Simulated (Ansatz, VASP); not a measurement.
Given: the input of a run of Ansatz 0.2.0 on As.

File input.yaml:

```yaml
crystal:
  lattice:
    - [-2.70368174, 0.0, -2.70368174]
    - [0.0, -2.70368174, -2.70368174]
    - [-2.70368174, -2.70368174, 0.0]
  atoms:
    - { symbol: As, position: [0.27635154, 0.22713992, 0.25689971] }
    - { symbol: As, position: [0.72364846, 0.77286008, 0.74310029] }
hamiltonian:
  xc: { exchange: pbe, correlation: pbe, exx: { coeff: 0.25, omega: 0.6 } }
  pseudopotentials: { kind: paw }
kpoints:
  mp_grid: { grid: [5, 5, 5] }
scf:
  occupations: { method: fermi_dirac, width: 0.05 }
output:
  forces: true
  stress: true
  eigenvalues: true
```

Potentials or basis: Ansatz PAW.

Run with:

```console
$ ansatz run input.yaml --threads 2 --pin off --max-ram 5632MiB --backend cpu --events-out ev --progress --plain --runs-dir out
```

Task: Set up the same calculation for VASP 6.6.1. Potentials there: VASP PAW PBE potentials, release 64 (As).

Result: As run (the cutoff follows the program's own potentials):

File POSCAR:

```
As
1.0
   -2.7036817400      0.0000000000     -2.7036817400
    0.0000000000     -2.7036817400     -2.7036817400
   -2.7036817400     -2.7036817400      0.0000000000
As
2
Direct
    0.2763515400      0.2271399200      0.2568997100
    0.7236484600      0.7728600800      0.7431002900
```

Contents of INCAR.step1:

```
PREC = Accurate
ENCUT = 520
EDIFF = 1E-5
ISMEAR = -1
SIGMA = 0.05
LREAL = F
LASPH = T
NELM = 100
ALGO = Normal
ISIF = 2
LWAVE = T
NBANDS = 12
GGA = PE
```

The input INCAR.step2:

```
PREC = Accurate
ENCUT = 520
EDIFF = 1E-6
ISMEAR = -1
SIGMA = 0.05
LREAL = F
LASPH = T
NELM = 100
ALGO = Normal
ISIF = 2
LWAVE = F
LCHARG = T
GGA = PE
LHFCALC = T
AEXX = 0.25
HFSCREEN = 0.6
PRECFOCK = Normal
LELF = T
LVHAR = T
NBANDS = 12
ISTART = 1
```

Contents of KPOINTS:

```
Automatic mesh
0
Gamma
  5 5 5
```

Potentials or basis: VASP PAW PBE potentials, release 64 (As).

Run with:

```sh
$ cat potpaw_PBE.64/As/POTCAR > POTCAR
$ cp INCAR.step1 INCAR
$ mpirun -np 1 vasp_std > vasp.out
$ cp INCAR.step2 INCAR
$ mpirun -np 1 vasp_std > vasp.out
```

Both were run:

|  | VASP | Ansatz | Ansatz less VASP |
| --- | --- | --- | --- |
| gap on the k mesh at the Fermi level (eV) | 0.18 | 0.18 | +0.002 |
| least direct gap on the mesh (eV) | 0.34 | 0.34 | 0.000 |
| pressure (GPa) | 2.4 | 2.7 | +0.37 |
| traceless stress, the component that is largest in VASP (GPa) | -1.52 | -1.51 | +0.007 |
| rms of the force components (eV/Å) | 0.464 | 0.459 | -0.0050 |

VASP's potentials were made for PBE, not for PBE-based screened hybrid. Atom by atom the forces differ by 0.005 eV/Å (rms over components). VASP's potentials hold 10 valence electrons a cell and Ansatz's 30, so a difference there can come from the potentials and not from the codes.

Noted on Ansatz's run: odd divisions of the mesh miss points on the zone boundary, where band edges often lie, so the gap on the mesh can be too wide.
